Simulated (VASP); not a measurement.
K:

```xyz
1
Lattice="-2.6976 2.6976 2.6976 2.6976 -2.6976 2.6976 2.6976 2.6976 -2.6976" Properties=species:S:1:pos:R:3 pbc="T T T"
K     0.0000    0.0000    0.0000
```

| Quantity | Value |
| --- | --- |
| Program | VASP 6.6.1 |
| Task | relaxation of cell and atoms |
| Functional | PBE |
| Potentials or basis | VASP PAW PBE potentials, release 64 (K_sv) |
| Cutoff | 600 eV |
| k mesh | 12 × 12 × 12 |
| Occupations | gaussian, width 0.1 eV |
| Spin | no spin polarisation |

At the start: pressure -0.2 GPa; volume 78.52 Å³/atom.

Task: How do energy, volume and symmetry change on relaxing?

Result: Over 6 steps the energy falls by 3.1 meV/atom and the volume is 73.71 Å³/atom (-6.1 %); space group Im-3m (No. 229, to 0.1 Å) before and after.

Step by step:
```
step  energy change (eV)  largest force (eV/Å)  pressure (GPa)  volume (Å³)
   1              0.0000                0.0000           -0.20        78.52
   2             -0.0012                0.0000           -0.16        77.42
   3             -0.0026                0.0000           -0.08        75.56
   4             -0.0025                0.0000            0.11        71.91
   5             -0.0031                0.0000           -0.01        73.97
   6             -0.0031                0.0000            0.01        73.71
```

Final structure:
```yaml
crystal:
  lattice:
    - [-2.64131, 2.64131, 2.64131]
    - [2.64131, -2.64131, 2.64131]
    - [2.64131, 2.64131, -2.64131]
  atoms:
    - { symbol: K, position: [0.00000, 0.00000, 0.00000] }
```
